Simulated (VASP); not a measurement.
# MoS2 in VASP: relaxation of the atoms with PBE+D3(BJ)

Aim: the relaxation of the atoms of MoS2 with PBE+D3(BJ).

Program: VASP 6.6.1. These are calculated values, not measurements. Logs are shortened: lines on timing, memory, paths and dates and some standing lists are left out, and cuts for length are marked.

### 1 The cell of the first run

The cell holds a slab with vacuum, 6 atoms: a = 3.161 Å, b = 3.161 Å, c = 29.160 Å, α = 90.00°, β = 90.00°, γ = 120.00°.

### 2 Relaxation of the atoms, PBE+D3(BJ), collinear spin

File INCAR:

```
SYSTEM = MoS2
  ALGO = Normal
  DIPOL = 0.5 0.5 0.500
  EDIFF = 1E-6
  EDIFFG = -0.04
  ENCUT = 520
  GGA = PE
  IBRION = 2
  IDIPOL = 3
  ISIF = 2
  ISMEAR = 0
  ISPIN = 2
  IVDW = 12
  KPAR = 4
  LASPH = .TRUE.
  LCHARG = .FALSE.
  LDIPOL = .TRUE.
  LMAXMIX = 4
  LORBIT = 11
  LREAL = .FALSE.
  LWAVE = .FALSE.
  MAGMOM = 0 0 0 0 1 1
  NELM = 150
  NSW = 60
  PREC = Accurate
  SIGMA = 0.05
```

File KPOINTS:

```
k-points
0
G
  9 9 1
  0 0 0
```

File POSCAR:

```
MoS2
1.0
    3.1610016000      0.0000000000      0.0000000000
   -1.5805008000      2.7375076900      0.0000000000
    0.0000000000      0.0000000000     29.1597748064
S Mo
4 2
Direct
    0.3333333300      0.6666666700      0.3429381765
    0.3333333300      0.6666666700      0.4462405824
    0.6666666700      0.3333333300      0.5537594176
    0.6666666700      0.3333333300      0.6570618235
    0.6666666700      0.3333333300      0.3945893795
    0.3333333300      0.6666666700      0.6054106205
```

Potentials or basis: VASP PAW PBE potentials, release 64 (S, Mo_sv).

The run is started by

```
cat potpaw_PBE.64/S/POTCAR potpaw_PBE.64/Mo_sv/POTCAR > POTCAR
mpirun -np 4 vasp_std > vasp.out
```

OUTCAR:

```text
SYSTEM = MoS2
   EDIFF = 1E-6
   EDIFFG = -0.04
   ENCUT = 520
   GGA = PE
   IBRION = 2
   ISIF = 2
   ISMEAR = 0
   ISPIN = 2
   IVDW = 12
   LASPH = .TRUE.
   LORBIT = 11
   LREAL = .FALSE.
   NELM = 150
   NSW = 60
   PREC = Accurate
 IVDW          = 12

 ion  position               nearest neighbor table
   1  0.333  0.667  0.343-   5 2.37   5 2.37   5 2.37
   2  0.333  0.667  0.446-   5 2.37   5 2.37   5 2.37
   3  0.667  0.333  0.554-   6 2.37   6 2.37   6 2.37
   4  0.667  0.333  0.657-   6 2.37   6 2.37   6 2.37
   5  0.667  0.333  0.395-   2 2.37   2 2.37   1 2.37   1 2.37   2 2.37   1 2.37
   6  0.333  0.667  0.605-   3 2.37   3 2.37   4 2.37   4 2.37   3 2.37   4 2.37

  LATTYP: Found a hexagonal cell.
 ALAT       =     3.1610016000
 C/A-ratio  =     9.2248529094

  Lattice vectors:

 A1 = (   3.1610016000,   0.0000000000,   0.0000000000)
 A2 = (  -1.5805008000,   2.7375076900,   0.0000000000)
 A3 = (   0.0000000000,   0.0000000000,  29.1597748064)

Analysis of symmetry for initial positions (statically):
=====================================================================
 Subroutine PRICEL returns:
 Original cell was already a primitive cell.

 Routine SETGRP: Setting up the symmetry group for a
 hexagonal supercell.

 Subroutine GETGRP returns: Found 12 space group operations
 (whereof 12 operations were pure point group operations)
 out of a pool of 24 trial point group operations.

The static configuration has the point symmetry D_3d.

Analysis of symmetry for dynamics (positions and initial velocities):
=====================================================================
 Subroutine PRICEL returns:
 Original cell was already a primitive cell.

 Routine SETGRP: Setting up the symmetry group for a
 hexagonal supercell.

 Subroutine GETGRP returns: Found 12 space group operations
 (whereof 12 operations were pure point group operations)
 out of a pool of 24 trial point group operations.

The dynamic configuration has the point symmetry D_3d.

Analysis of structural, dynamic, and magnetic symmetry:
=====================================================================
 Subroutine PRICEL returns:
 Original cell was already a primitive cell.

 Routine SETGRP: Setting up the symmetry group for a
 hexagonal supercell.

 Subroutine GETGRP returns: Found 12 space group operations
 (whereof 12 operations were pure point group operations)
 out of a pool of 24 trial point group operations.

The overall configuration has the point symmetry D_3d.

 Subroutine INISYM returns: Found 12 space group operations
 (whereof 12 operations are pure point group operations),
 and found     1 'primitive' translations

----------------------------------------------------------------------------------------

                                     Primitive cell

  volume of cell :     252.3273

  direct lattice vectors                    reciprocal lattice vectors
     3.161001600  0.000000000  0.000000000     0.316355424  0.182647889  0.000000000
    -1.580500800  2.737507690  0.000000000     0.000000000  0.365295777  0.000000000
     0.000000000  0.000000000 29.159774806     0.000000000  0.000000000  0.034293818

  length of vectors
     3.161001600  3.161001603 29.159774806     0.365295778  0.365295777  0.034293818

  position of ions in fractional coordinates (direct lattice)
     0.333333330  0.666666670  0.342938176
     0.333333330  0.666666670  0.446240582
     0.666666670  0.333333330  0.553759418
     0.666666670  0.333333330  0.657061824
     0.666666670  0.333333330  0.394589379
     0.333333330  0.666666670  0.605410621

[... 118 lines left out ...]

  energy without entropy =      -43.50134725  energy(sigma->0) =      -43.50134725

------------------------ aborting loop because EDIFF is reached ----------------------------------------

 vacuum level on the upper side and lower side of the slab       (xc-potential included)        -0.003        -0.003

 Edisp (eV)   -2.23383

 E8    (eV) :    -0.9335

  FORCE on cell =-STRESS in cart. coord.  units (eV):
  Direction    XX          YY          ZZ          XY          YZ          ZX
  --------------------------------------------------------------------------------------
  -------------------------------------------------------------------------------------
  Total       1.92041     1.92041     6.66690     0.00000    -0.00000     0.00000
  in kB      12.19385    12.19385    42.33214     0.00000    -0.00000     0.00000
  external pressure =       22.24 kB  Pullay stress =        0.00 kB

 VOLUME and BASIS-vectors are now :
 -----------------------------------------------------------------------------
  energy-cutoff  :      520.00
  volume of cell :      252.33
      direct lattice vectors                 reciprocal lattice vectors
     3.161001600  0.000000000  0.000000000     0.316355424  0.182647889  0.000000000
    -1.580500800  2.737507690  0.000000000     0.000000000  0.365295777  0.000000000
     0.000000000  0.000000000 29.159774806     0.000000000  0.000000000  0.034293818

 POSITION                                       TOTAL-FORCE (eV/Angst)
 -----------------------------------------------------------------------------------
     -0.00000      1.82501     10.00000         0.000000      0.000000     -1.177178
     -0.00000      1.82501     13.01227         0.000000     -0.000000      1.213113
      1.58050      0.91250     16.14750         0.000000      0.000000     -1.213113
      1.58050      0.91250     19.15977         0.000000      0.000000      1.177178
      1.58050      0.91250     11.50614         0.000000      0.000000      0.042508
     -0.00000      1.82501     17.65364        -0.000000     -0.000000     -0.042508
 -----------------------------------------------------------------------------------
    total drift:                               -0.000000      0.000000     -0.000000

  FREE ENERGIE OF THE ION-ELECTRON SYSTEM (eV)
  ---------------------------------------------------
  free  energy   TOTEN  =       -45.7351746209 eV

  energy  without entropy=      -45.7351746209  energy(sigma->0) =      -45.73517462

--------------------------------------- Ionic step        2  -------------------------------------------

 number of electron      51.9999999 magnetization       0.0000024

 dipolmoment           0.000000      0.000000     -0.000000 electrons x Angstroem

 Free energy of the ion-electron system (eV)
  ---------------------------------------------------
  ext. energy  EPLUGINS =         0.00000000
  ---------------------------------------------------
  free energy    TOTEN  =       -43.64762337 eV

  energy without entropy =      -43.64762337  energy(sigma->0) =      -43.64762337

 E-fermi :   0.2319     XC(G=0):  -4.9667

 val. band max:       -0.0523913877   @ k =   0.0000   0.0000   0.0000
 cond. band min:       1.2450674945   @ k =   0.3333   0.3333   0.0000
 fundamental gap:      1.2974588822
 Fermi energy:         0.2319499242

 spin component 1

 k-point     1 :       0.0000    0.0000    0.0000
  band No.  band energies     occupation
      1     -61.3413      1.00000
      2     -61.3413      1.00000
      3     -35.4969      1.00000
      4     -35.4969      1.00000
      5     -35.2681      1.00000
      6     -35.2681      1.00000
[... 409 lines left out ...]
     31       3.0832      0.00000
     32       3.0832      0.00000
 Fermi energy:         0.2319499242

 spin component 2

 k-point     1 :       0.0000    0.0000    0.0000
  band No.  band energies     occupation
      1     -61.3413      1.00000
      2     -61.3413      1.00000
      3     -35.4969      1.00000
      4     -35.4969      1.00000
      5     -35.2681      1.00000
      6     -35.2681      1.00000
[... 409 lines left out ...]
     31       3.0832      0.00000
     32       3.0832      0.00000

------------------------ aborting loop because EDIFF is reached ----------------------------------------

 vacuum level on the upper side and lower side of the slab       (xc-potential included)         0.001         0.001

 Edisp (eV)   -2.22256

 E8    (eV) :    -0.9284

  FORCE on cell =-STRESS in cart. coord.  units (eV):
  Direction    XX          YY          ZZ          XY          YZ          ZX
  --------------------------------------------------------------------------------------
  -------------------------------------------------------------------------------------
  Total      -0.61729    -0.61729    -0.27445    -0.00000     0.00000     0.00000
  in kB      -3.91956    -3.91956    -1.74266    -0.00000     0.00000     0.00000
  external pressure =       -3.19 kB  Pullay stress =        0.00 kB

 VOLUME and BASIS-vectors are now :
 -----------------------------------------------------------------------------
  energy-cutoff  :      520.00
  volume of cell :      252.33
      direct lattice vectors                 reciprocal lattice vectors
     3.161001600  0.000000000  0.000000000     0.316355424  0.182647889  0.000000000
    -1.580500800  2.737507690  0.000000000     0.000000000  0.365295777  0.000000000
     0.000000000  0.000000000 29.159774806     0.000000000  0.000000000  0.034293818

 POSITION                                       TOTAL-FORCE (eV/Angst)
 -----------------------------------------------------------------------------------
     -0.00000      1.82501      9.94321        -0.000000     -0.000000      0.018863
     -0.00000      1.82501     13.07080         0.000000      0.000000      0.027720
      1.58050      0.91250     16.08898         0.000000     -0.000000     -0.027720
      1.58050      0.91250     19.21657         0.000000      0.000000     -0.018863
      1.58050      0.91250     11.50819         0.000000     -0.000000     -0.004696
     -0.00000      1.82501     17.65159        -0.000000      0.000000      0.004696
 -----------------------------------------------------------------------------------
    total drift:                                0.000000     -0.000000     -0.000000

  FREE ENERGIE OF THE ION-ELECTRON SYSTEM (eV)
  ---------------------------------------------------
  free  energy   TOTEN  =       -45.8701854676 eV

  energy  without entropy=      -45.8701854676  energy(sigma->0) =      -45.87018547

 reached required accuracy - stopping structural energy minimisation

 vacuum level on the upper side and lower side of the slab         5.409         5.409

 total charge

# of ion       s       p       d       tot
------------------------------------------
    1        1.363   2.342   0.000   3.705
    2        1.365   2.342   0.000   3.707
    3        1.365   2.342   0.000   3.707
    4        1.363   2.342   0.000   3.705
    5        2.292   6.222   3.953  12.467
    6        2.292   6.222   3.953  12.467
--------------------------------------------------
tot         10.040  21.813   7.906  39.759

 magnetization (x)

# of ion       s       p       d       tot
------------------------------------------
    1       -0.000   0.000   0.000   0.000
    2        0.000   0.000   0.000   0.000
    3        0.000   0.000   0.000   0.000
    4       -0.000   0.000   0.000   0.000
    5       -0.000  -0.000  -0.000  -0.000
    6       -0.000  -0.000  -0.000  -0.000
--------------------------------------------------
tot          0.000   0.000  -0.000  -0.000
```

Run time: 2.3 min. Hardware: 4 MPI ranks of Intel Xeon Platinum 8488C (Sapphire Rapids), shared host; peak memory 0.54 GiB.

Results:

```yaml
Free_energy: -45.8702 eV
Energy_gained_by_relaxing: 22.5 meV/atom
Ionic_steps: 2
Largest_force_after_relaxing: 0.028 eV/Å
Band_gap_on_the_k_mesh: 1.30 eV (least direct gap 1.72 eV)
Net_moment: 0.00 μB per cell
Valence_electrons_inside_the_program's_atomic_spheres: S 3.71; Mo 12.47
Dispersion_energy_per_atom: -0.370 eV
```

Forces in eV/Å, atoms in the order of the input:
```
S    0.000  0.000  0.019
S    0.000  0.000  0.028
S    0.000  0.000 -0.028
S    0.000  0.000 -0.019
Mo   0.000  0.000 -0.005
Mo   0.000  0.000  0.005
```

Step by step:
| step | energy change (eV) | largest force (eV/Å) | pressure (GPa) |
| --- | --- | --- | --- |
| 1 | 0.0000 | 1.2131 | 2.22 |
| 2 | -0.1350 | 0.0277 | -0.32 |

Final structure:
```yaml
crystal:
  lattice:
    - [3.16100, 0.00000, 0.00000]
    - [-1.58050, 2.73751, 0.00000]
    - [0.00000, 0.00000, 29.15977]
  atoms:
    - { symbol: S, position: [0.33333, 0.66667, 0.34099] }
    - { symbol: S, position: [0.33333, 0.66667, 0.44825] }
    - { symbol: S, position: [0.66667, 0.33333, 0.55175] }
    - { symbol: S, position: [0.66667, 0.33333, 0.65901] }
    - { symbol: Mo, position: [0.66667, 0.33333, 0.39466] }
    - { symbol: Mo, position: [0.33333, 0.66667, 0.60534] }
```
